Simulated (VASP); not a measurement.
# Ru (P6_3/mmc) in VASP: notebook, part 2 of 2

VASP 6.6.1. Earlier steps stand in the parts before.

## Step 3: Single point, PBEsol

This run uses another cell than the first one, of the same volume but with other edges.

File INCAR:

```
SYSTEM = Ru
PREC = Accurate ; ENCUT = 520
EDIFF = 1E-6 ; ISMEAR = 0
SIGMA = 0.15 ; LREAL = .FALSE.
LASPH = .TRUE. ; NELM = 100
ALGO = Fast ; ISIF = 2
LWAVE = .FALSE. ; LCHARG = .FALSE.
GGA = PS ; NBANDS = 21
```

File KPOINTS:

```
regular mesh
0
G
  30 30 16
  0 0 0
```

File POSCAR:

```
Ru
1.0
    2.6461369929      0.0000000000      0.0000000000
   -1.3230684964      2.2916218578      0.0000000000
    0.0000000000      0.0000000000      4.3924960675
Ru
2
Direct
    0.3333333333      0.6666666667      0.2500000000
    0.6666666667      0.3333333333      0.7500000000
```

Potentials or basis: VASP PAW PBE potentials, release 64 (Ru_pv).

Launch:

```sh
> cat potpaw_PBE.64/Ru_pv/POTCAR > POTCAR
> mpirun -np 1 vasp_std > vasp.out
```

OUTCAR:

```text
SYSTEM = Ru
   PREC = Accurate
   ENCUT = 520
   EDIFF = 1E-6
   ISMEAR = 0
   LREAL = .FALSE.
   LASPH = .TRUE.
   NELM = 100
   ISIF = 2
   GGA = PS

 ion  position               nearest neighbor table
   1  0.333  0.667  0.250-   2 2.68   2 2.68   2 2.68   2 2.68   2 2.68   2 2.68
   2  0.667  0.333  0.750-   1 2.68   1 2.68   1 2.68   1 2.68   1 2.68   1 2.68

  LATTYP: Found a hexagonal cell.
 ALAT       =     2.6461369929
 C/A-ratio  =     1.6599654815

  Lattice vectors:

 A1 = (   2.6461369929,   0.0000000000,   0.0000000000)
 A2 = (  -1.3230684964,   2.2916218578,   0.0000000000)
 A3 = (   0.0000000000,   0.0000000000,   4.3924960675)

Analysis of symmetry for initial positions (statically):
=====================================================================
 Subroutine PRICEL returns:
 Original cell was already a primitive cell.

 Routine SETGRP: Setting up the symmetry group for a
 hexagonal supercell.

 Subroutine GETGRP returns: Found 24 space group operations
 (whereof 12 operations were pure point group operations)
 out of a pool of 24 trial point group operations.

The static configuration has the point symmetry D_3d.
 The point group associated with its full space group is D_6h.
[... 161 lines left out ...]

  energy without entropy =      -20.26215496  energy(sigma->0) =      -20.27142672

 E-fermi :  13.0612     XC(G=0): -14.4008

 val. band max:       13.0604552709   @ k =   0.3667   0.2667   0.2500
 cond. band min:      13.0615230820   @ k =   0.3333   0.2667   0.2500
 fundamental gap:      0.0010678111
 Fermi energy:        13.0611670169

 k-point     1 :       0.0000    0.0000    0.0000
  band No.  band energies     occupation
      1     -30.5482      2.00000
      2     -29.5511      2.00000
      3     -29.5511      2.00000
      4     -29.4476      2.00000
      5     -29.4111      2.00000
      6     -29.4111      2.00000
[... 565 lines left out ...]
     20      23.3272      0.00000
     21      24.0314      0.00000

 [... further k-points ...]

------------------------ aborting loop because EDIFF is reached ----------------------------------------

  FORCE on cell =-STRESS in cart. coord.  units (eV):
  Direction    XX          YY          ZZ          XY          YZ          ZX
  --------------------------------------------------------------------------------------
  -------------------------------------------------------------------------------------
  Total        1.4667709      1.4667709     -2.7423176      0.0000000      0.0000000      0.0000000
  in kB       88.2279510     88.2279510   -164.9535525      0.0000000      0.0000000      0.0000000
  external PRESSURE =       3.8341165 kB  Pullay stress =       0.0000000 kB

 VOLUME and BASIS-vectors are now :
 -----------------------------------------------------------------------------
  energy-cutoff  :      520.00
  volume of cell :       26.64
      direct lattice vectors                 reciprocal lattice vectors
     2.646136993  0.000000000  0.000000000     0.377909384  0.218186084  0.000000000
    -1.323068496  2.291621858  0.000000000     0.000000000  0.436372169  0.000000000
     0.000000000  0.000000000  4.392496067     0.000000000  0.000000000  0.227660989

 POSITION                                       TOTAL-FORCE (eV/Angst)
 -----------------------------------------------------------------------------------
     -0.00000      1.52775      1.09812        -0.000000      0.000000      0.000000
      1.32307      0.76387      3.29437         0.000000     -0.000000      0.000000
 -----------------------------------------------------------------------------------
    total drift:                               -0.000000      0.000000     -0.000000

  FREE ENERGIE OF THE ION-ELECTRON SYSTEM (eV)
  ---------------------------------------------------
  free  energy   TOTEN  =       -20.2806984764 eV

  energy  without entropy=      -20.2621549603  energy(sigma->0) =      -20.27142672
```

stdout:

```text
POSCAR found type information on POSCAR Ru
 POSCAR found :  1 types and       2 ions
 scaLAPACK will be used
 -----------------------------------------------------------------------------
|                                                                             |
|                                                                             |
|     You enforced a specific xc type in the INCAR file but a different       |
|     I HOPE YOU KNOW WHAT YOU ARE DOING!                                     |
|                                                                             |
 -----------------------------------------------------------------------------

 LDA part: xc-table for (Slater+PW92), standard interpolation
 POSCAR, INCAR and KPOINTS ok, starting setup
 FFT: planning ... GRIDC
 FFT: planning ... GRID_SOFT
 FFT: planning ... GRID
 WAVECAR not read
 entering main loop
WARNING in EDDRMM: call to ZHEGV failed, returncode =   8  4     20
WARNING in EDDRMM: call to ZHEGV failed, returncode =   6  3     20
WARNING in EDDRMM: call to ZHEGV failed, returncode =   6  3     21
```

It took 9.4 min on 1 thread of Intel Xeon 8259CL, shared host; peak memory 0.41 GiB.

Results:

| Quantity | Value |
| --- | --- |
| Free energy | -20.2807 eV |
| Pressure | 0.4 GPa |
| Band gap on the k mesh | zero (bands 14 and 15 overlap by 3.31 eV) |

Caveat: the stress differs along the axes, from -16 to 9 GPa; the PAW data sets were made with another functional, which shifts forces and pressure a little.

## Step 4: Single point, PBEsol

This run uses another cell than the first one, of the same volume but with other edges.

File INCAR:

```
SYSTEM = Ru
ALGO = Fast
EDIFF = 1E-7
ENCUT = 520
GGA = PS
ISIF = 2
ISMEAR = 0
LASPH = .TRUE.
LCHARG = .FALSE.
LREAL = .FALSE.
LWAVE = .FALSE.
NBANDS = 21
NELM = 60
PREC = Accurate
SIGMA = 0.15
```

File KPOINTS:

```
k-points
0
G
  30 30 16
  0 0 0
```

File POSCAR:

```
Ru
1.0
    2.8972019018      0.0000000000      0.0000000000
   -1.4486009509      2.5090504469      0.0000000000
    0.0000000000      0.0000000000      3.6641943999
Ru
2
Direct
    0.3333333333      0.6666666667      0.2500000000
    0.6666666667      0.3333333333      0.7500000000
```

Potentials or basis: VASP PAW PBE potentials, release 64 (Ru_pv).

Launch:

```sh
> cat potpaw_PBE.64/Ru_pv/POTCAR > POTCAR
> mpirun -np 1 vasp_std > vasp.out
```

OUTCAR:

```text
SYSTEM = Ru
   EDIFF = 1E-7
   ENCUT = 520
   GGA = PS
   ISIF = 2
   ISMEAR = 0
   LASPH = .TRUE.
   LREAL = .FALSE.
   NELM = 60
   PREC = Accurate

 ion  position               nearest neighbor table
   1  0.333  0.667  0.250-   2 2.48   2 2.48   2 2.48   2 2.48   2 2.48   2 2.48
   2  0.667  0.333  0.750-   1 2.48   1 2.48   1 2.48   1 2.48   1 2.48   1 2.48

  LATTYP: Found a hexagonal cell.
 ALAT       =     2.8972019018
 C/A-ratio  =     1.2647356049

  Lattice vectors:

 A1 = (   2.8972019018,   0.0000000000,   0.0000000000)
 A2 = (  -1.4486009509,   2.5090504469,   0.0000000000)
 A3 = (   0.0000000000,   0.0000000000,   3.6641943999)

Analysis of symmetry for initial positions (statically):
=====================================================================
 Subroutine PRICEL returns:
 Original cell was already a primitive cell.

 Routine SETGRP: Setting up the symmetry group for a
 hexagonal supercell.

 Subroutine GETGRP returns: Found 24 space group operations
 (whereof 12 operations were pure point group operations)
 out of a pool of 24 trial point group operations.

The static configuration has the point symmetry D_3d.
 The point group associated with its full space group is D_6h.

Analysis of symmetry for dynamics (positions and initial velocities):
=====================================================================
 Subroutine PRICEL returns:
 Original cell was already a primitive cell.

 Routine SETGRP: Setting up the symmetry group for a
 hexagonal supercell.

 Subroutine GETGRP returns: Found 24 space group operations
 (whereof 12 operations were pure point group operations)
 out of a pool of 24 trial point group operations.

The dynamic configuration has the point symmetry D_3d.
 The point group associated with its full space group is D_6h.

 Subroutine INISYM returns: Found 24 space group operations
 (whereof 12 operations are pure point group operations),
 and found     1 'primitive' translations

----------------------------------------------------------------------------------------

[... 112 lines left out ...]
     AMIX_MAG =   1.60;   BMIX_MAG =  1.00
  volume/ion in A,a.u.               =      13.32        89.87
  Fermi-wavevector in a.u.,A,eV,Ry     =   1.664582  3.145605 37.699491  2.770834
  Thomas-Fermi vector in A             =   2.751101
   LORBIT       =      0    0 simple, 1 ext, 2 COOP (PROOUT), +10 PAW based schemes
   GGA     = PS    functional components
   LHFCALC =     F    Hartree Fock is set to
   AEXX    =    0.0000 exact exchange contribution
   IVDW    =     0    specifies the selected vdW correction
   LEPSILON=     F    determine dielectric tensor
   LRPA    =     F    only Hartree local field effects (RPA)
 non-spin polarized calculation
 RMM-DIIS sequential band-by-band and
 Gauss-broadening in eV      SIGMA  =   0.15
  energy-cutoff  :      520.00
  volume of cell :       26.64
 maximum number of plane-waves:       745
 NGX is ok and might be reduce to    24

 number of electron      27.9999997 magnetization

 Free energy of the ion-electron system (eV)
  ---------------------------------------------------
  ext. energy  EPLUGINS =         0.00000000
  ---------------------------------------------------
  free energy    TOTEN  =       -19.26762822 eV

  energy without entropy =      -19.25000441  energy(sigma->0) =      -19.25881631

 E-fermi :  13.2130     XC(G=0): -14.3438

 val. band max:       13.2107642450   @ k =   0.4667   0.0333   0.0625
 cond. band min:      13.2148170644   @ k =   0.2667   0.1667   0.1875
 fundamental gap:      0.0040528194
 Fermi energy:        13.2130387739

 k-point     1 :       0.0000    0.0000    0.0000
  band No.  band energies     occupation
      1     -30.8676      2.00000
      2     -29.8518      2.00000
      3     -29.8518      2.00000
      4     -29.3614      2.00000
      5     -29.3614      2.00000
      6     -29.1890      2.00000
[... 565 lines left out ...]
     20      24.4139      0.00000
     21      26.1352      0.00000

 [... further k-points ...]

------------------------ aborting loop because EDIFF is reached ----------------------------------------

  FORCE on cell =-STRESS in cart. coord.  units (eV):
  Direction    XX          YY          ZZ          XY          YZ          ZX
  --------------------------------------------------------------------------------------
  -------------------------------------------------------------------------------------
  Total       -0.8965294     -0.8965294     11.1467784     -0.0000000     -0.0000000      0.0000000
  in kB      -53.9272709    -53.9272709    670.4915174     -0.0000000     -0.0000000      0.0000000
  external PRESSURE =     187.5456585 kB  Pullay stress =       0.0000000 kB

 VOLUME and BASIS-vectors are now :
 -----------------------------------------------------------------------------
  energy-cutoff  :      520.00
  volume of cell :       26.64
      direct lattice vectors                 reciprocal lattice vectors
     2.897201902  0.000000000  0.000000000     0.345160618  0.199278576  0.000000000
    -1.448600951  2.509050447  0.000000000     0.000000000  0.398557152  0.000000000
     0.000000000  0.000000000  3.664194400     0.000000000  0.000000000  0.272911284

 POSITION                                       TOTAL-FORCE (eV/Angst)
 -----------------------------------------------------------------------------------
     -0.00000      1.67270      0.91605        -0.000000      0.000000      0.000000
      1.44860      0.83635      2.74815         0.000000     -0.000000      0.000000
 -----------------------------------------------------------------------------------
    total drift:                               -0.000000      0.000000     -0.000000

  FREE ENERGIE OF THE ION-ELECTRON SYSTEM (eV)
  ---------------------------------------------------
  free  energy   TOTEN  =       -19.2676282157 eV

  energy  without entropy=      -19.2500044124  energy(sigma->0) =      -19.25881631
```

OSZICAR:

```text
N       E                     dE             d eps       ncg     rms          rms(c)
DAV:   1     0.288982456166E+03    0.28898E+03   -0.17535E+04 34483   0.149E+03
DAV:   2    -0.146206074558E+02   -0.30360E+03   -0.29416E+03 35458   0.447E+02
DAV:   3    -0.205174887856E+02   -0.58969E+01   -0.58643E+01 39573   0.701E+01
DAV:   4    -0.205627223796E+02   -0.45234E-01   -0.45170E-01 44547   0.579E+00
DAV:   5    -0.205632717449E+02   -0.54937E-03   -0.54640E-03 38189   0.570E-01    0.216E+01
RMM:   6    -0.193668512428E+02    0.11964E+01   -0.24851E+00 35366   0.131E+01    0.684E+00
RMM:   7    -0.192762111263E+02    0.90640E-01   -0.36940E-01 37905   0.453E+00    0.157E+00
RMM:   8    -0.192675858683E+02    0.86253E-02   -0.37368E-02 38740   0.180E+00    0.171E-01
RMM:   9    -0.192675322211E+02    0.53647E-04   -0.42212E-03 39755   0.582E-01    0.419E-02
RMM:  10    -0.192676145331E+02   -0.82312E-04   -0.78129E-04 41611   0.255E-01    0.190E-02
RMM:  11    -0.192676243928E+02   -0.98597E-05   -0.19867E-04 42413   0.128E-01    0.148E-02
RMM:  12    -0.192676273727E+02   -0.29799E-05   -0.52500E-05 42323   0.709E-02    0.517E-03
RMM:  13    -0.192676279522E+02   -0.57951E-06   -0.16389E-05 45467   0.334E-02    0.106E-03
RMM:  14    -0.192676281650E+02   -0.21275E-06   -0.23738E-06 42566   0.145E-02    0.134E-03
RMM:  15    -0.192676282157E+02   -0.50772E-07   -0.41898E-07 33734   0.699E-03
   1 F= -.19267628E+02 E0= -.19258816E+02  d E =-.176238E-01
```

stdout:

```text
POSCAR found type information on POSCAR Ru
 POSCAR found :  1 types and       2 ions
 scaLAPACK will be used
 -----------------------------------------------------------------------------
|                                                                             |
|                                                                             |
|     You enforced a specific xc type in the INCAR file but a different       |
|     I HOPE YOU KNOW WHAT YOU ARE DOING!                                     |
|                                                                             |
 -----------------------------------------------------------------------------

 LDA part: xc-table for (Slater+PW92), standard interpolation
 POSCAR, INCAR and KPOINTS ok, starting setup
 FFT: planning ... GRIDC
 FFT: planning ... GRID_SOFT
 FFT: planning ... GRID
 WAVECAR not read
 entering main loop
WARNING in EDDRMM: call to ZHEGV failed, returncode =   6  3     20
WARNING in EDDRMM: call to ZHEGV failed, returncode =   8  4     20
WARNING in EDDRMM: call to ZHEGV failed, returncode =   6  3     20
WARNING in EDDRMM: call to ZHEGV failed, returncode =   8  4     20
WARNING in EDDRMM: call to ZHEGV failed, returncode =   8  4     19
WARNING in EDDRMM: call to ZHEGV failed, returncode =   6  3     20
WARNING in EDDRMM: call to ZHEGV failed, returncode =   6  3     19
WARNING in EDDRMM: call to ZHEGV failed, returncode =   8  4     19
WARNING in EDDRMM: call to ZHEGV failed, returncode =   8  4     19
WARNING in EDDRMM: call to ZHEGV failed, returncode =   8  4     21
WARNING in EDDRMM: call to ZHEGV failed, returncode =   6  3     19
```

Run time: 12 min. Hardware: 1 thread of Intel Xeon 8259CL, shared host; peak memory 0.41 GiB.

Results:

```yaml
Free_energy: -19.2676 eV
Pressure: 18.8 GPa
Band_gap_on_the_k_mesh: zero (bands 14 and 15 overlap by 2.51 eV)
```

Stress tensor (GPa, compression positive):
```
-5.39  0.00  0.00
 0.00 -5.39  0.00
 0.00  0.00 67.05
```

Caveat: the stress differs along the axes, from -5 to 67 GPa; the PAW data sets were made with another functional, which shifts forces and pressure a little.

## Step 5: Single point, PBEsol

This run uses another cell than the first one, of the same volume but with other edges.

File INCAR:

```
SYSTEM = Ru
  PREC = Accurate
  ENCUT = 520
  EDIFF = 1E-6
  ISMEAR = 0
  SIGMA = 0.15
  LREAL = .FALSE.
  LASPH = .TRUE.
  NELM = 60
  ALGO = Fast
  ISIF = 2
  LWAVE = .FALSE.
  LCHARG = .FALSE.
  GGA = PS
  NBANDS = 21
```

File KPOINTS:

```
Automatic mesh
0
G
  30 30 16
  0 0 0
```

File POSCAR:

```
Ru
1.0
    2.4643041392      0.0000000000      0.0000000000
   -1.2321520696      2.1341499872      0.0000000000
    0.0000000000      0.0000000000      5.0646264277
Ru
2
Direct
    0.3333333333      0.6666666667      0.2500000000
    0.6666666667      0.3333333333      0.7500000000
```

Launch:

```sh
> cat potpaw_PBE.64/Ru_pv/POTCAR > POTCAR
> mpirun -np 1 vasp_std > vasp.out
```

Wall time 8.8 min (1 thread of Intel Xeon 8259CL, shared host); peak memory 0.41 GiB.

Results (log left out):

```
Free energy            : -18.6476 eV
Pressure               : 26.3 GPa
Band gap on the k mesh : zero (bands 14 and 15 overlap by 2.24 eV)
```

Stress tensor (GPa, compression positive):
```
 59.98   0.00   0.00
  0.00  59.98   0.00
  0.00   0.00 -41.14
```

Levels at points of the mesh, in eV from the Fermi level:
```
           k point  band 12  band 13  band 14  band 15  band 16  band 17
(0.00, 0.00, 0.00)    -2.47    -2.47    -1.25     0.51     0.51     1.48
(0.50, 0.00, 0.00)    -1.23    -0.87     1.05     3.21     3.29     4.55
(0.00, 0.00, 0.50)    -2.62    -2.62    -2.62     1.05     1.05     1.05
(0.50, 0.00, 0.50)    -0.21     0.29     0.29     3.25     3.25     3.58
```

Caveat: the stress differs along the axes, from -41 to 60 GPa; the PAW data sets were made with another functional, which shifts forces and pressure a little.

## Step 6: The runs side by side

| cell | further INCAR settings | gap on the mesh (eV) | pressure (GPa) |
| --- | --- | --- | --- |
| a = 2.726, b = 2.726, c = 4.138 Å, angles 90.0, 90.0, 120.0°, 2 atoms | ALGO = Fast; EDIFF = 1e-07; NBANDS = 21 | none | 1.2 |
| a = 2.646, b = 2.646, c = 4.392 Å, angles 90.0, 90.0, 120.0°, 2 atoms | ALGO = Fast; EDIFF = 1e-06; NBANDS = 21 | none | 0.4 |
| a = 2.897, b = 2.897, c = 3.664 Å, angles 90.0, 90.0, 120.0°, 2 atoms | ALGO = Fast; EDIFF = 1e-07; NBANDS = 21 | none | 18.8 |
| a = 2.464, b = 2.464, c = 5.065 Å, angles 90.0, 90.0, 120.0°, 2 atoms | ALGO = Fast; EDIFF = 1e-06; NBANDS = 21 | none | 26.3 |

Alike in all rows: task single point; level PBEsol; potentials or basis VASP PAW PBE potentials, release 64 (Ru_pv); no spin polarisation; k mesh 30 × 30 × 16; cutoff (eV) 520; smearing gaussian 0.15 eV.

Caveats: the PAW data sets were made with another functional, which shifts forces and pressure a little; the stress differs along the axes, from -5 to 14 GPa (at least some runs); the stress differs along the axes, from -16 to 9 GPa (at least some runs); the stress differs along the axes, from -5 to 67 GPa (at least some runs); the stress differs along the axes, from -41 to 60 GPa (at least some runs).

Absolute energies hang on the potentials; compare differences alone.
